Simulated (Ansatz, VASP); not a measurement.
HfB: VASP beside Ansatz

INCAR

```
PREC     = Accurate       # precision mode
ENCUT    = 520            # plane-wave cutoff, eV
EDIFF    = 1E-6           # SCF threshold, eV
ISMEAR   = 0              # smearing method
SIGMA    = 0.15           # smearing width, eV
LREAL    = False          # projectors in reciprocal space
LASPH    = True           # aspherical terms in the spheres
NELM     = 60             # most SCF steps
ALGO     = Normal         # electronic algorithm
ISIF     = 2              # what is computed and relaxed
LWAVE    = False          # write WAVECAR
LCHARG   = False          # write CHGCAR
GGA      = PS             # functional
NBANDS   = 14             # bands
```

Contents of KPOINTS:

```
Automatic mesh
0
Gamma
  18 18 18
```

File POSCAR:

```
HfB
1.0
    0.0000000000      2.1945000000      2.4255000000
    2.1945000000      0.0000000000      2.4255000000
    2.1945000000      2.1945000000      0.0000000000
Hf B
1 1
Direct
    0.5000000000      0.5000000000      0.5000000000
    0.0000000000      0.0000000000      0.0000000000
```

Input for Ansatz:

```yaml
crystal:
  lattice:
    - [0.0, 2.1945, 2.4255]
    - [2.1945, 0.0, 2.4255]
    - [2.1945, 2.1945, 0.0]
  atoms:
    - { symbol: Hf, position: [0.5, 0.5, 0.5] }
    - { symbol: B, position: [0.0, 0.0, 0.0] }
basis:
  ecutwfc: 420
kpoints:
  mp_grid: { grid: [18, 18, 18] }
hamiltonian:
  xc: pbesol
scf:
  occupations: { method: gaussian, width: 0.15 }
output:
  forces: true
  stress: true
  eigenvalues: true
```

Change from the starting cell: strain -0.050 along x and y, +0.050 along z, atoms carried along.

Alike in both runs: task single point; functional PBEsol; k mesh 18 × 18 × 18; occupations gaussian, width 0.15 eV; no spin polarisation.

|  | VASP | Ansatz |
| --- | --- | --- |
| version | VASP 6.6.1 | Ansatz 0.2.0 |
| potentials or method | VASP PAW PBE potentials, release 64 (Hf_pv, B), cutoff 520 eV | scalar-relativistic, plane waves, PAW |
| valence electrons in the cell | 13 | 29 |

```csv
,VASP,Ansatz,Ansatz less VASP
gap on the k mesh at the Fermi level (eV),none,none,-
pressure (GPa),44.4,42.7,-1.75
"traceless stress, the component that is largest in VASP (GPa)",-38.27,-37.52,+0.750
```

VASP's potentials were made for PBE, not for PBEsol. A gap of «none» marks a metal or a gap that the smearing closes. Both programs put the cell under a high pressure, so it lies far from rest at this level. VASP's potentials hold 13 valence electrons a cell and Ansatz's 29, so a difference there can come from the potentials and not from the codes.

Neither program's run includes spin-orbit coupling.
